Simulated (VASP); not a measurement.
# Os (P6_3/mmc) in VASP: further runs

Os is run at these levels: LDA; tasks: single point, relaxation of cell and atoms.

All numbers are computed with VASP 6.6.1; they aren't measurements. Logs are shortened: lines on timing, memory, paths and dates and some standing lists are left out, and cuts for length are marked.

## (1) The cell of the first run

Symmetry: P6_3/mmc, No. 194, hexagonal system. The conventional cell has a = 2.713 Å, b = 2.713 Å, c = 4.294 Å, α = 90.00°, β = 90.00°, γ = 120.00°. Os (site symmetry -6m2) has 12 Os at 2.66 to 2.71 Å within 3.5 Å.

## (2) Single point, LDA

INCAR

```
SYSTEM = Os
ALGO = Normal ; EDIFF = 1E-6
ENCUT = 600 ; GGA = CA
GGA_COMPAT = .FALSE. ; ISIF = 2
ISMEAR = 0 ; LASPH = .TRUE.
LCHARG = .FALSE. ; LREAL = .FALSE.
LWAVE = .FALSE. ; NBANDS = 15
NELM = 120 ; PREC = Accurate
SIGMA = 0.1
```

KPOINTS

```
k-points
0
G
  9 9 5
  0 0 0
```

POSCAR

```
Os
1.0
    2.7131058643      0.0000000000      0.0000000000
   -1.3565529321      2.3496186016      0.0000000000
    0.0000000000      0.0000000000      4.2938189803
Os
2
Direct
    0.3333333333      0.6666666667      0.2500000000
    0.6666666667      0.3333333333      0.7500000000
```

Potentials or basis: VASP PAW LDA potentials, release 64 (Os).

On the command line:

```bash
$ cat potpaw_LDA.64/Os/POTCAR > POTCAR
$ mpirun -np 1 vasp_std > vasp.out
```

OUTCAR:

```text
SYSTEM = Os
   EDIFF = 1E-6
   ENCUT = 600
   GGA = CA
   ISIF = 2
   ISMEAR = 0
   LASPH = .TRUE.
   LREAL = .FALSE.
   NELM = 120
   PREC = Accurate

 ion  position               nearest neighbor table
   1  0.333  0.667  0.250-   2 2.66   2 2.66   2 2.66   2 2.66   2 2.66   2 2.66
   2  0.667  0.333  0.750-   1 2.66   1 2.66   1 2.66   1 2.66   1 2.66   1 2.66

  LATTYP: Found a hexagonal cell.
 ALAT       =     2.7131058643
 C/A-ratio  =     1.5826212448

  Lattice vectors:

 A1 = (   2.7131058643,   0.0000000000,   0.0000000000)
 A2 = (  -1.3565529321,   2.3496186016,   0.0000000000)
 A3 = (   0.0000000000,   0.0000000000,   4.2938189803)

Analysis of symmetry for initial positions (statically):
=====================================================================
 Subroutine PRICEL returns:
 Original cell was already a primitive cell.

 Routine SETGRP: Setting up the symmetry group for a
 hexagonal supercell.

 Subroutine GETGRP returns: Found 24 space group operations
 (whereof 12 operations were pure point group operations)
 out of a pool of 24 trial point group operations.

The static configuration has the point symmetry D_3d.
 The point group associated with its full space group is D_6h.

Analysis of symmetry for dynamics (positions and initial velocities):
=====================================================================
 Subroutine PRICEL returns:
 Original cell was already a primitive cell.

 Routine SETGRP: Setting up the symmetry group for a
 hexagonal supercell.

 Subroutine GETGRP returns: Found 24 space group operations
 (whereof 12 operations were pure point group operations)
 out of a pool of 24 trial point group operations.

The dynamic configuration has the point symmetry D_3d.
 The point group associated with its full space group is D_6h.

 Subroutine INISYM returns: Found 24 space group operations
 (whereof 12 operations are pure point group operations),
 and found     1 'primitive' translations

----------------------------------------------------------------------------------------

                                     Primitive cell

  volume of cell :      27.3721

  direct lattice vectors                    reciprocal lattice vectors
     2.713105864  0.000000000  0.000000000     0.368581268  0.212800494  0.000000000
    -1.356552932  2.349618602  0.000000000     0.000000000  0.425600989  0.000000000
     0.000000000  0.000000000  4.293818980     0.000000000  0.000000000  0.232892911

  length of vectors
     2.713105864  2.713105864  4.293818980     0.425600989  0.425600989  0.232892911

  position of ions in fractional coordinates (direct lattice)
     0.333333333  0.666666667  0.250000000
     0.666666667  0.333333333  0.750000000

  ion indices of the primitive-cell ions
   primitive index   ion index
                 1           1
                 2           2

----------------------------------------------------------------------------------------

 KPOINTS: k-points

Automatic generation of k-mesh.
 Grid dimensions read from file:
 generate k-points for:    9    9    5

 Generating k-lattice:

  Cartesian coordinates                     Fractional coordinates (reciprocal lattice)
     0.040953474  0.023644499  0.000000000     0.111111111 -0.000000000  0.000000000
     0.000000000  0.047288999  0.000000000     0.000000000  0.111111111  0.000000000
     0.000000000  0.000000000  0.046578582     0.000000000  0.000000000  0.200000000

  Length of vectors
     0.047288999  0.047288999  0.046578582

  Shift w.r.t. Gamma in fractional coordinates (k-lattice)
     0.000000000  0.000000000  0.000000000

 Subroutine IBZKPT returns following result:
 ===========================================

 Found     36 irreducible k-points:

 Following reciprocal coordinates:
            Coordinates               Weight
  0.000000  0.000000  0.000000      1.000000
  0.111111  0.000000  0.000000      6.000000
  0.222222  0.000000  0.000000      6.000000
  0.333333  0.000000  0.000000      6.000000
  0.444444  0.000000  0.000000      6.000000
  0.111111  0.111111  0.000000      6.000000
[... 16 lines left out ...]
  0.333333  0.222222  0.200000     24.000000
  0.333333  0.333333  0.200000      4.000000
 [... further k-points ...]
   k-points           NKPTS =     36   k-points in BZ     NKDIM =     36   number of bands    NBANDS=     15
   number of dos      NEDOS =    301   number of ions     NIONS =      2
   total plane-waves  NPLWV =  20736
   dimension x,y,z NGX =    24 NGY =   24 NGZ =   36
   dimension x,y,z NGXF=    48 NGYF=   48 NGZF=   72
   ions per type =               2
   NGX,Y,Z   is equivalent  to a cutoff of  14.71, 14.71, 13.94 a.u.
   NGXF,Y,Z  is equivalent  to a cutoff of  29.41, 29.41, 27.88 a.u.
 SYSTEM =  Os
   PREC   = accura    normal or accurate (medium, high low for compatibility)
   ISTART =      0    job   : 0-new  1-cont  2-samecut
   ICHARG =      2    charge: 1-file 2-atom 10-const
   ISPIN  =      1    spin polarized calculation?
   LNONCOLLINEAR =      F non collinear calculations
   LSORBIT =      F    spin-orbit coupling
   LASPH  =      T    aspherical Exc in radial PAW
   ENCUT  =  600.0 eV  44.10 Ry    6.64 a.u.   5.42  5.42  8.58*2*pi/ulx,y,z
   NELM   =    120;   NELMIN=  2; NELMDL= -5     # of ELM steps
   EDIFF  = 0.1E-05   stopping-criterion for ELM
   LREAL  =      F    real-space projection
   EDIFFG = 0.1E-04   stopping-criterion for IOM
   NSW    =      0    number of steps for IOM
   IBRION =     -1    ionic relax: 0-MD 1-quasi-New 2-CG
   NFREE  =      0    steps in history (QN), initial steepest desc. (CG)
   ISIF   =      2    stress and relaxation
   ISYM   =      2    0-nonsym 1-usesym 2-fastsym
   POTIM  = 0.5000    time-step for ionic-motion
   TEBEG  =    0.0;   TEEND  =   0.0 temperature during run
   PSTRESS=    0.0 pullay stress
   NELECT =      16.0000    total number of electrons
   NUPDOWN=      -1.0000    fix difference up-down
   EMIN   =  10.00;   EMAX   =-10.00  energy-range for DOS
   EFERMI =   0.00;   METHOD = LEGACY
   ISMEAR =     0;   SIGMA  =   0.10  broadening in eV -4-tet -1-fermi 0-gaus
   EFERMI_NEDOS =   21; number of points for ismear=-14 and -15
   IALGO  =     38    algorithm
   IMIX   =      4    mixing-type and parameters
     AMIX     =   0.40;   BMIX     =  1.00
     AMIX_MAG =   1.60;   BMIX_MAG =  1.00
  volume/ion in A,a.u.               =      13.69        92.36
  Fermi-wavevector in a.u.,A,eV,Ry     =   1.368817  2.586690 25.492710  1.873661
  Thomas-Fermi vector in A             =   2.494748
   LORBIT       =      0    0 simple, 1 ext, 2 COOP (PROOUT), +10 PAW based schemes
   GGA     = CA    functional components
   LHFCALC =     F    Hartree Fock is set to
   AEXX    =    0.0000 exact exchange contribution
   IVDW    =     0    specifies the selected vdW correction
   LEPSILON=     F    determine dielectric tensor
   LRPA    =     F    only Hartree local field effects (RPA)
 non-spin polarized calculation
 Gauss-broadening in eV      SIGMA  =   0.10
  energy-cutoff  :      600.00
  volume of cell :       27.37
 maximum number of plane-waves:       929
 NGX is ok and might be reduce to    24
   NGX = 11   NGY = 11   NGZ = 17

 number of electron      16.0000000 magnetization

 Free energy of the ion-electron system (eV)
  ---------------------------------------------------
  ext. energy  EPLUGINS =         0.00000000
  ---------------------------------------------------
  free energy    TOTEN  =       -25.34079967 eV

  energy without entropy =      -25.33512291  energy(sigma->0) =      -25.33796129

 E-fermi :   9.9391     XC(G=0): -14.3022

 val. band max:        9.9221936464   @ k =   0.1111   0.1111   0.4000
 cond. band min:       9.9493777899   @ k =   0.1111   0.0000   0.4000
 fundamental gap:      0.0271841435
 Fermi energy:         9.9390776445

 k-point     1 :       0.0000    0.0000    0.0000
  band No.  band energies     occupation
      1      -1.3349      2.00000
      2       1.7541      2.00000
      3       6.5613      2.00000
      4       6.5613      2.00000
      5       6.8088      2.00000
      6       7.4265      2.00000
      7       7.4265      2.00000
      8       8.1347      2.00000
      9       8.1347      2.00000
     10       9.8635      1.71499
     11      11.4760      0.00000
     12      11.4760      0.00000
     13      19.0576      0.00000
     14      23.8408      0.00000
     15      26.5471      0.00000

 k-point     2 :       0.1111    0.0000    0.0000
  band No.  band energies     occupation
      1      -0.8293      2.00000
      2       2.1924      2.00000
      3       5.8332      2.00000
      4       7.0129      2.00000
      5       7.1053      2.00000
      6       7.3650      2.00000
      7       7.4771      2.00000
      8       7.7923      2.00000
      9       7.8486      2.00000
     10       8.5304      2.00000
     11      11.7098      0.00000
     12      13.7118      0.00000
     13      19.0051      0.00000
     14      24.8568      0.00000
     15      27.1671      0.00000

 k-point     3 :       0.2222    0.0000    0.0000
  band No.  band energies     occupation
      1       0.4902      2.00000
      2       2.9935      2.00000
      3       5.2207      2.00000
      4       5.4711      2.00000
      5       6.6174      2.00000
      6       7.1000      2.00000
      7       7.8775      2.00000
      8       8.2935      2.00000
      9       8.5654      2.00000
     10       9.0307      2.00000
     11      12.1179      0.00000
     12      16.7511      0.00000
     13      18.6918      0.00000
     14      25.0873      0.00000
     15      26.5592      0.00000

 k-point     4 :       0.3333    0.0000    0.0000
  band No.  band energies     occupation
      1       1.8855      2.00000
      2       2.8317      2.00000
      3       3.9843      2.00000
      4       5.7025      2.00000
      5       6.4763      2.00000
      6       6.9760      2.00000
      7       7.4044      2.00000
      8      10.1095      0.01595
      9      10.3910      0.00000
     10      10.6791      0.00000
     11      12.4057      0.00000
     12      18.3631      0.00000
     13      19.6262      0.00000
     14      21.1002      0.00000
     15      24.4657      0.00000
[... 307 lines left out ...]
 k-point    22 :       0.2222    0.2222    0.2000
  band No.  band energies     occupation
      1       2.9461      2.00000
      2       3.4457      2.00000
      3       4.3302      2.00000
      4       4.6415      2.00000
      5       6.2853      2.00000
      6       6.7441      2.00000
      7       7.1095      2.00000
      8       9.5965      2.00000
      9      10.9853      0.00000
     10      11.8521      0.00000
     11      13.1413      0.00000
     12      17.2722      0.00000
     13      19.4729      0.00000
     14      21.5209      0.00000
     15      23.8688      0.00000

 k-point    23 :       0.3333    0.2222    0.2000
  band No.  band energies     occupation
      1       2.9370      2.00000
      2       3.8780      2.00000
      3       4.1235      2.00000
      4       4.7686      2.00000
      5       6.0287      2.00000
      6       6.8880      2.00000
      7       7.9737      2.00000
      8      10.5258      0.00000
      9      10.9885      0.00000
     10      12.2267      0.00000
     11      14.8912      0.00000
     12      16.5660      0.00000
     13      19.3278      0.00000
     14      20.0620      0.00000
     15      23.1632      0.00000

 k-point    24 :       0.3333    0.3333    0.2000
  band No.  band energies     occupation
      1       3.3661      2.00000
      2       4.0627      2.00000
      3       4.0627      2.00000
      4       5.0488      2.00000
      5       6.2042      2.00000
      6       6.2042      2.00000
      7       8.2220      2.00000
      8      10.5895      0.00000
      9      11.3713      0.00000
     10      11.3713      0.00000
     11      15.8631      0.00000
     12      15.8631      0.00000
     13      18.3929      0.00000
     14      22.9064      0.00000
     15      22.9064      0.00000

 [... further k-points ...]

------------------------ aborting loop because EDIFF is reached ----------------------------------------

  FORCE on cell =-STRESS in cart. coord.  units (eV):
  Direction    XX          YY          ZZ          XY          YZ          ZX
  --------------------------------------------------------------------------------------
  -------------------------------------------------------------------------------------
  Total        0.2297417      0.2297417      0.2031304      0.0000000      0.0000000      0.0000000
  in kB       13.4475342     13.4475342     11.8898848      0.0000000      0.0000000      0.0000000
  external PRESSURE =      12.9283178 kB  Pullay stress =       0.0000000 kB

 VOLUME and BASIS-vectors are now :
 -----------------------------------------------------------------------------
  energy-cutoff  :      600.00
  volume of cell :       27.37
      direct lattice vectors                 reciprocal lattice vectors
     2.713105864  0.000000000  0.000000000     0.368581268  0.212800494  0.000000000
    -1.356552932  2.349618602  0.000000000     0.000000000  0.425600989  0.000000000
     0.000000000  0.000000000  4.293818980     0.000000000  0.000000000  0.232892911

 POSITION                                       TOTAL-FORCE (eV/Angst)
 -----------------------------------------------------------------------------------
     -0.00000      1.56641      1.07345         0.000000     -0.000000      0.000000
      1.35655      0.78321      3.22036        -0.000000      0.000000      0.000000
 -----------------------------------------------------------------------------------
    total drift:                               -0.000000      0.000000     -0.000000

  FREE ENERGIE OF THE ION-ELECTRON SYSTEM (eV)
  ---------------------------------------------------
  free  energy   TOTEN  =       -25.3407996685 eV

  energy  without entropy=      -25.3351229094  energy(sigma->0) =      -25.33796129
```

It took 25 s on 1 thread of AMD EPYC 7R13, shared host; peak memory 0.12 GiB.

Results:

```
Free energy            : -25.3408 eV
Pressure               : 1.3 GPa
Band gap on the k mesh : zero (band 8 reaches 11.83 eV, above the bottom of band 9 at 7.85 eV)
```

Caveat: spin-orbit coupling is left out, which moves the levels of the heavy elements.

## (3) Relaxation of cell and atoms, LDA

This run uses another cell than the first one, of 13.92 Å³/atom, 1.017 times its volume.

INCAR

```
ALGO     = Normal         # electronic algorithm
EDIFF    = 1E-7           # SCF threshold, eV
EDIFFG   = -0.02          # ionic threshold
ENCUT    = 600            # plane-wave cutoff, eV
GGA_COMPAT= F            
IBRION   = 2              # ionic algorithm
ISIF     = 3              # what is computed and relaxed
ISMEAR   = 0              # smearing method
LASPH    = T              # aspherical terms in the spheres
LCHARG   = F              # write CHGCAR
LREAL    = F              # projectors in reciprocal space
LWAVE    = F              # write WAVECAR
NELM     = 120            # most SCF steps
NELMIN   = 4            
NSW      = 60             # ionic steps
PREC     = Accurate       # precision mode
SIGMA    = 0.1            # smearing width, eV
```

KPOINTS

```
k-points
0
Gamma
  9 9 5
```

POSCAR

```
Os
1.0
    2.7000000000      0.0000000000      0.0000000000
   -1.3500000000      2.3382685902      0.0000000000
    0.0000000000      0.0000000000      4.4091000000
Os
2
Direct
    0.3333333333      0.6666666667      0.2500000000
    0.6666666667      0.3333333333      0.7500000000
```

Potentials or basis: VASP PAW LDA potentials, release 64 (Os).

On the command line:

```bash
$ cat potpaw_LDA.64/Os/POTCAR > POTCAR
$ mpirun -np 1 vasp_std > vasp.out
```

Run time: 1.8 min. Hardware: 1 thread of AMD EPYC 7R13, shared host; peak memory 0.12 GiB.

The run converged. Its results:

```yaml
Free_energy: -25.3413 eV
Relaxed_volume: 13.73 Å³/atom
Relaxed_cell: a = 2.716 Å, b = 2.716 Å, c = 4.297 Å, α = 90.00°, β = 90.00°, γ = 120.00°
Space_group_after_relaxing_to_0.05_Å: P6_3/mmc (No. 194)
Energy_gained_by_relaxing: 24.4 meV/atom
Ionic_steps: 9
Pressure_after_relaxing: 0.0 GPa
Band_gap_on_the_k_mesh: zero (band 8 reaches 11.77 eV, above the bottom of band 9 at 7.81 eV)
```

The path:
```
step  energy change (eV)  largest force (eV/Å)  pressure (GPa)  volume (Å³)
   1              0.0000                0.0000           -6.15        27.84
   2              0.3334                0.0000           40.37        25.66
   3             -0.0449                0.0000            2.39        27.30
   4             -0.0453                0.0000            3.25        27.25
   5             -0.0242                0.0000           -8.63        28.03
   6             -0.0488                0.0000           -0.19        27.46
   7             -0.0488                0.0000           -0.13        27.46
   8             -0.0487                0.0000            0.26        27.44
   9             -0.0488                0.0000            0.00        27.45
```

Final structure:
```
Os
1.0
     2.71593    0.00000    0.00000
    -1.35797    2.35207    0.00000
     0.00000    0.00000    4.29709
Os
2
Direct
  0.33333 0.66667 0.25000
  0.66667 0.33333 0.75000
```

Levels at points of the mesh, in eV from the Fermi level:
```
           k point  band 6  band 7  band 8  band 9  band 10  band 11
(0.00, 0.00, 0.00)   -2.50   -2.50   -1.80   -1.80    -0.07     1.53
```

Caveat: spin-orbit coupling is left out, which moves the levels of the heavy elements.
